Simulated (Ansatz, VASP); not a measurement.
InAs in VASP and in Ansatz

INCAR

```
SYSTEM = InAs
PREC     = Accurate       ! precision mode
ENCUT    = 520            ! plane-wave cutoff, eV
EDIFF    = 1E-7           ! SCF threshold, eV
ISMEAR   = -1             ! smearing method
SIGMA    = 0.05           ! smearing width, eV
LREAL    = .False.        ! projectors in reciprocal space
LASPH    = .True.         ! aspherical terms in the spheres
NELM     = 60             ! most SCF steps
ALGO     = Normal         ! electronic algorithm
ISIF     = 2              ! what is computed and relaxed
LWAVE    = .False.        ! write WAVECAR
LCHARG   = .True.         ! write CHGCAR
LELF     = .True.         ! ELF
LVHAR    = .True.       
NBANDS   = 16             ! bands
```

Contents of KPOINTS:

```
regular mesh
0
Gamma
  8 8 8
  0 0 0
```

POSCAR

```
InAs
1.0
    0.0000000000      3.0180000000      3.0180000000
    3.0180000000      0.0000000000      3.0180000000
    3.0180000000      3.0180000000      0.0000000000
In As
1 1
Direct
    0.0000000000      0.0000000000      0.0000000000
    0.7500000000      0.7500000000      0.7500000000
```

The input input.yaml:

```yaml
crystal:
  lattice:
    - [0.0, 3.018, 3.018]
    - [3.018, 0.0, 3.018]
    - [3.018, 3.018, 0.0]
  atoms:
    - { symbol: In, position: [0.0, 0.0, 0.0] }
    - { symbol: As, position: [0.75, 0.75, 0.75] }
hamiltonian:
  xc: lda
  pseudopotentials: { kind: paw }
kpoints:
  mp_grid: { grid: [8, 8, 8] }
  band_path:
    path:
      - [[0.0, 0.0, 0.0], [0.5, 0.0, 0.5], [0.5, 0.25, 0.75], [0.375, 0.375, 0.75], [0.0, 0.0, 0.0], [0.5, 0.5, 0.5], [0.625, 0.25, 0.625], [0.5, 0.25, 0.75], [0.5, 0.5, 0.5], [0.375, 0.375, 0.75]]
      - [[0.625, 0.25, 0.625], [0.5, 0.0, 0.5]]
    npoints: 14
scf:
  occupations: { method: fermi_dirac, width: 0.05 }
  n_extra_bands: 6
output:
  forces: true
  stress: true
  eigenvalues: true
  fatbands: true
  write_density: true
  write_potential: true
  elf: true
  volumetric_format: npy
```

Alike in both runs: functional LDA; k mesh 8 × 8 × 8; occupations fermi-dirac, width 0.05 eV; no spin polarisation.

```csv
,VASP,Ansatz
version,VASP 6.6.1,Ansatz 0.2.0
potentials or method,"VASP PAW LDA potentials, release 64 (In_d, As)",Ansatz PAW
plane-wave cutoff (eV),520,420
valence electrons in the cell,18,28
task,single point,band structure
```

```csv
,VASP,Ansatz,Ansatz less VASP
gap on the k mesh at the Fermi level (eV),none,none,-
pressure (GPa),-0.1,-0.3,-0.14
```

LDA's correlation is that of Perdew and Zunger in VASP and of Perdew and Wang (1992) in Ansatz. A gap of «none» marks a metal or a gap that the smearing closes. VASP's potentials hold 18 valence electrons a cell and Ansatz's 28, so a difference there can come from the potentials and not from the codes.
